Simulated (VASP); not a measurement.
# Hf (P6_3/mmc) in VASP: a series of runs

The runs below take Hf through single point, with r2SCAN.

All numbers are computed with VASP 6.6.1; they aren't measurements. Logs are shortened: lines on timing, memory, paths and dates and some standing lists are left out, and cuts for length are marked.

### 1 The cell of the first run

Symmetry: P6_3/mmc, No. 194, hexagonal system. Conventional cell: a = 3.199 Å, b = 3.199 Å, c = 5.051 Å, α = 90.00°, β = 90.00°, γ = 120.00°. Hf (site symmetry -6m2) has 12 Hf at 3.13 to 3.20 Å within 4.1 Å.

### 2 Single point, r2SCAN

The input, POSCAR:

```
Hf
1.0
    3.1987335297      0.0000000000      0.0000000000
   -1.5993667648      2.7701844966      0.0000000000
    0.0000000000      0.0000000000      5.0505021987
Hf
2
Direct
    0.3333333333      0.6666666667      0.2500000000
    0.6666666667      0.3333333333      0.7500000000
```

The input, INCAR.step1:

```
SYSTEM = Hf
  ALGO = Normal
  EDIFF = 1E-4
  ENCUT = 520
  GGA = PE
  ISMEAR = -1
  LASPH = .TRUE.
  LCHARG = .FALSE.
  LREAL = .FALSE.
  LWAVE = .TRUE.
  NBANDS = 17
  NELM = 100
  PREC = Accurate
  SIGMA = 0.6
```

The input, INCAR.step2:

```
SYSTEM = Hf
  ALGO = Normal
  EDIFF = 1E-7
  ENCUT = 520
  ISIF = 2
  ISMEAR = -1
  ISTART = 1
  LASPH = .TRUE.
  LCHARG = .TRUE.
  LELF = .TRUE.
  LMIXTAU = .TRUE.
  LREAL = .FALSE.
  LVHAR = .TRUE.
  LWAVE = .FALSE.
  METAGGA = R2SCAN
  NBANDS = 17
  NELM = 100
  PREC = Accurate
  SIGMA = 0.6
```

The input, KPOINTS:

```
k-points
0
G
  11 11 6
  0 0 0
```

Potentials or basis: VASP PAW PBE potentials, release 64 (Hf_pv).

Run with:

```bash
$ cat potpaw_PBE.64/Hf_pv/POTCAR > POTCAR
$ cp INCAR.step1 INCAR
$ mpirun -np 1 vasp_std > vasp.out
$ cp INCAR.step2 INCAR
$ mpirun -np 1 vasp_std > vasp.out
```

OUTCAR:

```text
SYSTEM = Hf
   EDIFF = 1E-7
   ENCUT = 520
   ISIF = 2
   ISMEAR = -1
   ISTART = 1
   LASPH = .TRUE.
   LREAL = .FALSE.
   METAGGA = R2SCAN
   NELM = 100
   PREC = Accurate

 ion  position               nearest neighbor table
   1  0.333  0.667  0.250-   2 3.13   2 3.13   2 3.13   2 3.13   2 3.13   2 3.13
   2  0.667  0.333  0.750-   1 3.13   1 3.13   1 3.13   1 3.13   1 3.13   1 3.13

  LATTYP: Found a hexagonal cell.
 ALAT       =     3.1987335297
 C/A-ratio  =     1.5789068242

  Lattice vectors:

 A1 = (   3.1987335297,   0.0000000000,   0.0000000000)
 A2 = (  -1.5993667648,   2.7701844966,   0.0000000000)
 A3 = (   0.0000000000,   0.0000000000,   5.0505021987)

Analysis of symmetry for initial positions (statically):
=====================================================================
 Subroutine PRICEL returns:
 Original cell was already a primitive cell.

 Routine SETGRP: Setting up the symmetry group for a
 hexagonal supercell.

 Subroutine GETGRP returns: Found 24 space group operations
 (whereof 12 operations were pure point group operations)
 out of a pool of 24 trial point group operations.

The static configuration has the point symmetry D_3d.
 The point group associated with its full space group is D_6h.

Analysis of symmetry for dynamics (positions and initial velocities):
=====================================================================
 Subroutine PRICEL returns:
 Original cell was already a primitive cell.

 Routine SETGRP: Setting up the symmetry group for a
 hexagonal supercell.

 Subroutine GETGRP returns: Found 24 space group operations
 (whereof 12 operations were pure point group operations)
 out of a pool of 24 trial point group operations.

The dynamic configuration has the point symmetry D_3d.
 The point group associated with its full space group is D_6h.

 Subroutine INISYM returns: Found 24 space group operations
 (whereof 12 operations are pure point group operations),
 and found     1 'primitive' translations

----------------------------------------------------------------------------------------

                                     Primitive cell

  volume of cell :      44.7529

  direct lattice vectors                    reciprocal lattice vectors
     3.198733530  0.000000000  0.000000000     0.312623728  0.180493393  0.000000000
    -1.599366765  2.770184497  0.000000000     0.000000000  0.360986787  0.000000000
     0.000000000  0.000000000  5.050502199     0.000000000  0.000000000  0.198000112

  length of vectors
     3.198733530  3.198733530  5.050502199     0.360986787  0.360986787  0.198000112

  position of ions in fractional coordinates (direct lattice)
     0.333333333  0.666666667  0.250000000
     0.666666667  0.333333333  0.750000000

  ion indices of the primitive-cell ions
   primitive index   ion index
                 1           1
                 2           2

----------------------------------------------------------------------------------------

 KPOINTS: k-points

Automatic generation of k-mesh.
 Grid dimensions read from file:
 generate k-points for:   11   11    6

 Generating k-lattice:

  Cartesian coordinates                     Fractional coordinates (reciprocal lattice)
     0.028420339  0.016408490  0.000000000     0.090909091  0.000000000  0.000000000
     0.000000000  0.032816981  0.000000000     0.000000000  0.090909091  0.000000000
     0.000000000  0.000000000  0.033000019     0.000000000  0.000000000  0.166666667

  Length of vectors
     0.032816981  0.032816981  0.033000019

  Shift w.r.t. Gamma in fractional coordinates (k-lattice)
     0.000000000  0.000000000  0.000000000

 Subroutine IBZKPT returns following result:
 ===========================================

 Found     64 irreducible k-points:

 Following reciprocal coordinates:
            Coordinates               Weight
  0.000000  0.000000  0.000000      1.000000
  0.090909 -0.000000  0.000000      6.000000
  0.181818 -0.000000  0.000000      6.000000
  0.272727  0.000000  0.000000      6.000000
  0.363636  0.000000  0.000000      6.000000
  0.454545  0.000000  0.000000      6.000000
[... 16 lines left out ...]
  0.090909  0.090909  0.166667     12.000000
  0.181818  0.090909  0.166667     24.000000
 [... further k-points ...]
   k-points           NKPTS =     64   k-points in BZ     NKDIM =     64   number of bands    NBANDS=     17
   number of dos      NEDOS =    301   number of ions     NIONS =      2
   total plane-waves  NPLWV =  23040
   dimension x,y,z NGX =    24 NGY =   24 NGZ =   40
   dimension x,y,z NGXF=    48 NGYF=   48 NGZF=   80
   ions per type =               2
   NGX,Y,Z   is equivalent  to a cutoff of  12.47, 12.47, 13.17 a.u.
   NGXF,Y,Z  is equivalent  to a cutoff of  24.95, 24.95, 26.33 a.u.
 SYSTEM =  Hf
   PREC   = accura    normal or accurate (medium, high low for compatibility)
   ISTART =      1    job   : 0-new  1-cont  2-samecut
   ICHARG =      0    charge: 1-file 2-atom 10-const
   ISPIN  =      1    spin polarized calculation?
   LNONCOLLINEAR =      F non collinear calculations
   LSORBIT =      F    spin-orbit coupling
   LASPH  =      T    aspherical Exc in radial PAW
   ENCUT  =  520.0 eV  38.22 Ry    6.18 a.u.   5.95  5.95  9.39*2*pi/ulx,y,z
   NELM   =    100;   NELMIN=  2; NELMDL=  0     # of ELM steps
   EDIFF  = 0.1E-06   stopping-criterion for ELM
   LREAL  =      F    real-space projection
   EDIFFG = 0.1E-05   stopping-criterion for IOM
   NSW    =      0    number of steps for IOM
   IBRION =     -1    ionic relax: 0-MD 1-quasi-New 2-CG
   NFREE  =      0    steps in history (QN), initial steepest desc. (CG)
   ISIF   =      2    stress and relaxation
   ISYM   =      2    0-nonsym 1-usesym 2-fastsym
   POTIM  = 0.5000    time-step for ionic-motion
   TEBEG  =    0.0;   TEEND  =   0.0 temperature during run
   PSTRESS=    0.0 pullay stress
   NELECT =      20.0000    total number of electrons
   NUPDOWN=      -1.0000    fix difference up-down
   EMIN   =  10.00;   EMAX   =-10.00  energy-range for DOS
   EFERMI =   0.00;   METHOD = LEGACY
   ISMEAR =    -1;   SIGMA  =   0.60  broadening in eV -4-tet -1-fermi 0-gaus
   EFERMI_NEDOS =   21; number of points for ismear=-14 and -15
   IALGO  =     38    algorithm
   IMIX   =      4    mixing-type and parameters
     AMIX     =   0.40;   BMIX     =  1.00
     AMIX_MAG =   1.60;   BMIX_MAG =  1.00
  volume/ion in A,a.u.               =      22.38       151.00
  Fermi-wavevector in a.u.,A,eV,Ry     =   1.251635  2.365247 21.314756  1.566590
  Thomas-Fermi vector in A             =   2.385573
   LORBIT       =      0    0 simple, 1 ext, 2 COOP (PROOUT), +10 PAW based schemes
   METAGGA = R2SCAN    functional components
   LHFCALC =     F    Hartree Fock is set to
   AEXX    =    0.0000 exact exchange contribution
   IVDW    =     0    specifies the selected vdW correction
   LEPSILON=     F    determine dielectric tensor
   LRPA    =     F    only Hartree local field effects (RPA)
 non-spin polarized calculation
  energy-cutoff  :      520.00
  volume of cell :       44.75
 maximum number of plane-waves:      1222
 NGX is ok and might be reduce to    24
   NGX = 11   NGY = 11   NGZ = 19

 number of electron      20.0000004 magnetization

 Free energy of the ion-electron system (eV)
  ---------------------------------------------------
  ext. energy  EPLUGINS =         0.00000000
  ---------------------------------------------------
  free energy    TOTEN  =       -91.50838339 eV

  energy without entropy =      -88.95571024  energy(sigma->0) =      -90.23204681

 E-fermi :   4.7090     XC(G=0): -12.1573

 val. band max:        4.7021515345   @ k =   0.3636   0.1818   0.5000
 cond. band min:       4.7347413969   @ k =   0.0000   0.0000   0.3333
 fundamental gap:      0.0325898625
 Fermi energy:         4.7089888235

 k-point     1 :       0.0000    0.0000    0.0000
  band No.  band energies     occupation
      1     -27.3023      2.00000
      2     -26.5718      2.00000
      3     -26.5718      2.00000
      4     -26.4403      2.00000
      5     -26.4403      2.00000
      6     -26.3953      2.00000
[... 9 lines left out ...]
     16       7.7783      0.01193
     17      10.5497      0.00012

 k-point     2 :       0.0909   -0.0000    0.0000
  band No.  band energies     occupation
      1     -27.2799      2.00000
      2     -26.6187      2.00000
      3     -26.5875      2.00000
      4     -26.4898      2.00000
      5     -26.4464      2.00000
      6     -26.4055      2.00000
[... 9 lines left out ...]
     16       7.5329      0.01791
     17      10.7454      0.00009

 k-point     3 :       0.1818   -0.0000    0.0000
  band No.  band energies     occupation
      1     -27.2162      2.00000
      2     -26.7449      2.00000
      3     -26.6281      2.00000
      4     -26.6184      2.00000
      5     -26.4642      2.00000
      6     -26.4364      2.00000
[... 9 lines left out ...]
     16       7.9583      0.00885
     17      11.1248      0.00005

 k-point     4 :       0.2727    0.0000    0.0000
  band No.  band energies     occupation
      1     -27.1219      2.00000
      2     -26.9106      2.00000
      3     -26.7784      2.00000
      4     -26.6787      2.00000
      5     -26.4894      2.00000
      6     -26.4873      2.00000
[... 9 lines left out ...]
     16       8.9832      0.00161
     17      11.4443      0.00003
[... 343 lines left out ...]
      1     -27.1955      2.00000
      2     -27.0499      2.00000
      3     -26.8532      2.00000
      4     -26.7349      2.00000
      5     -26.5941      2.00000
      6     -26.5438      2.00000
[... 9 lines left out ...]
     16      11.1408      0.00004
     17      11.5515      0.00002

 k-point    23 :       0.0909    0.0909    0.1667
  band No.  band energies     occupation
      1     -27.1933      2.00000
      2     -26.6786      2.00000
      3     -26.6465      2.00000
      4     -26.5833      2.00000
      5     -26.4762      2.00000
      6     -26.4490      2.00000
[... 9 lines left out ...]
     16       8.1698      0.00623
     17      10.9434      0.00006

 k-point    24 :       0.1818    0.0909    0.1667
  band No.  band energies     occupation
      1     -27.1380      2.00000
      2     -26.8070      2.00000
      3     -26.7680      2.00000
      4     -26.6438      2.00000
      5     -26.5107      2.00000
      6     -26.4754      2.00000
[... 9 lines left out ...]
     16       8.8353      0.00206
     17      11.0980      0.00005

 [... further k-points ...]

------------------------ aborting loop because EDIFF is reached ----------------------------------------

  FORCE on cell =-STRESS in cart. coord.  units (eV):
  Direction    XX          YY          ZZ          XY          YZ          ZX
  --------------------------------------------------------------------------------------
  -------------------------------------------------------------------------------------
  Total        0.5891339      0.5891339      1.6286397      0.0000000      0.0000000      0.0000000
  in kB       21.0912959     21.0912959     58.3061384      0.0000000      0.0000000      0.0000000
  external PRESSURE =      33.4962434 kB  Pullay stress =       0.0000000 kB

 VOLUME and BASIS-vectors are now :
 -----------------------------------------------------------------------------
  energy-cutoff  :      520.00
  volume of cell :       44.75
      direct lattice vectors                 reciprocal lattice vectors
     3.198733530  0.000000000  0.000000000     0.312623728  0.180493393  0.000000000
    -1.599366765  2.770184497  0.000000000     0.000000000  0.360986787  0.000000000
     0.000000000  0.000000000  5.050502199     0.000000000  0.000000000  0.198000112

 POSITION                                       TOTAL-FORCE (eV/Angst)
 -----------------------------------------------------------------------------------
     -0.00000      1.84679      1.26263        -0.000000      0.000000      0.000000
      1.59937      0.92339      3.78788         0.000000     -0.000000      0.000000
 -----------------------------------------------------------------------------------
    total drift:                               -0.000000      0.000000     -0.000000

  FREE ENERGIE OF THE ION-ELECTRON SYSTEM (eV)
  ---------------------------------------------------
  free  energy   TOTEN  =       -91.5083833905 eV

  energy  without entropy=      -88.9557102368  energy(sigma->0) =      -90.23204681
```

Wall time 2.2 min (1 thread of AMD EPYC 9R45 (Zen 5), shared host); peak memory 0.16 GiB.

What came out:

| Property | Result |
| --- | --- |
| Free energy | -91.5084 eV |
| Pressure | 3.3 GPa |
| Band gap on the k mesh | zero (bands 10 and 11 overlap by 1.73 eV) |

Stress tensor (GPa, compression positive):
```
2.11 0.00 0.00
0.00 2.11 0.00
0.00 0.00 5.83
```

Levels at points of the mesh, in eV from the Fermi level:
```
           k point  band 8  band 9  band 10  band 11  band 12  band 13
(0.00, 0.00, 0.00)   -3.73    0.56     1.48     1.48     1.82     2.35
(0.00, 0.00, 0.50)   -5.58    0.32     0.32     1.38     1.38     1.38
```

Caveat: the cell stands under pressure; so wide a smearing shifts energies and pressures; the PAW data sets were made with another functional, which shifts forces and pressure a little; spin-orbit coupling is left out, which moves the levels of the heavy elements.

### 3 Single point, r2SCAN

POSCAR is that of step 2.

Edit INCAR.step1 of step 2 so:

```diff
@@ -11,4 +11,4 @@
   NBANDS = 17
-  NELM = 100
+  NELM = 60
   PREC = Accurate
-  SIGMA = 0.6
+  SIGMA = 1.0
```

Edit INCAR.step2 of step 2 so:

```diff
@@ -16,4 +16,4 @@
   NBANDS = 17
-  NELM = 100
+  NELM = 60
   PREC = Accurate
-  SIGMA = 0.6
+  SIGMA = 1.0
```

KPOINTS is that of step 2.

Potentials or basis: VASP PAW PBE potentials, release 64 (Hf_pv).

Run with:

```bash
$ cat potpaw_PBE.64/Hf_pv/POTCAR > POTCAR
$ cp INCAR.step1 INCAR
$ mpirun -np 1 vasp_std > vasp.out
$ cp INCAR.step2 INCAR
$ mpirun -np 1 vasp_std > vasp.out
```

Run time: 2.1 min. Hardware: 1 thread of AMD EPYC 9R45 (Zen 5), shared host; peak memory 0.16 GiB.

Results (log left out):

* Free energy: -93.6898 eV
* Pressure: 8.6 GPa
* Band gap on the k mesh: zero (bands 10 and 11 overlap by 1.76 eV)

Stress tensor (GPa, compression positive):
```
 6.89  0.00  0.00
 0.00  6.89  0.00
 0.00  0.00 11.87
```

Levels at points of the mesh, in eV from the Fermi level:
| k point | band 8 | band 9 | band 10 | band 11 | band 12 | band 13 |
| --- | --- | --- | --- | --- | --- | --- |
| (0.00, 0.00, 0.00) | -3.68 | 0.60 | 1.56 | 1.56 | 1.91 | 2.44 |
| (0.00, 0.00, 0.50) | -5.54 | 0.40 | 0.40 | 1.46 | 1.46 | 1.46 |

Caveat: the cell stands under pressure; so wide a smearing shifts energies and pressures; the PAW data sets were made with another functional, which shifts forces and pressure a little; spin-orbit coupling is left out, which moves the levels of the heavy elements.

The gap in the log of VASP goes by the Fermi energy; the results here count the filled bands.